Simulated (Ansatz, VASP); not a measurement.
**Rh in VASP and in Ansatz**

The input INCAR:

```
SYSTEM = Rh
PREC = Accurate
ENCUT = 520
EDIFF = 1E-6
ISMEAR = -1
SIGMA = 0.05
LREAL = .False.
LASPH = .True.
NELM = 60
ALGO = Normal
ISIF = 2
LWAVE = .False.
LCHARG = .False.
GGA = CA
NBANDS = 14
```

The input KPOINTS:

```
Automatic mesh
0
Gamma
  18 18 18
  0 0 0
```

Contents of POSCAR:

```
Rh
1.0
    0.0000000000      1.8644691979      1.8644691979
    1.8644691979      0.0000000000      1.8644691979
    1.8644691979      1.8644691979      0.0000000000
Rh
1
Direct
    0.0000000000      0.0000000000      0.0000000000
```

Input for Ansatz:

```yaml
crystal:
  lattice:
    - [0.0, 1.8644691979, 1.8644691979]
    - [1.8644691979, 0.0, 1.8644691979]
    - [1.8644691979, 1.8644691979, 0.0]
  atoms:
    - { symbol: Rh, position: [0.0, 0.0, 0.0] }
kpoints:
  mp_grid: { grid: [18, 18, 18] }
scf:
  occupations: { method: fermi_dirac, width: 0.05 }
hamiltonian:
  xc: lda
  pseudopotentials: { kind: all_electron, lapw: { basis_error: 0.0005 } }
output:
  forces: true
  stress: true
  eigenvalues: true
```

Change from the starting cell: volume scaled by 0.9405.

Alike in both runs: task single point; functional LDA; k mesh 18 × 18 × 18; occupations fermi-dirac, width 0.05 eV; no spin polarisation.

|  | VASP | Ansatz |
| --- | --- | --- |
| version | VASP 6.6.1 | Ansatz 0.2.0 |
| potentials or method | VASP PAW LDA potentials, release 64 (Rh_pv), cutoff 520 eV | all-electron LAPW, scalar-relativistic |

|  | VASP | Ansatz | Ansatz less VASP |
| --- | --- | --- | --- |
| pressure (GPa) | 7.7 | 6.7 | -0.94 |

LDA's correlation is that of Perdew and Zunger in VASP and of Perdew and Wang (1992) in Ansatz. Ansatz ran all-electron here, and VASP with PAW potentials.
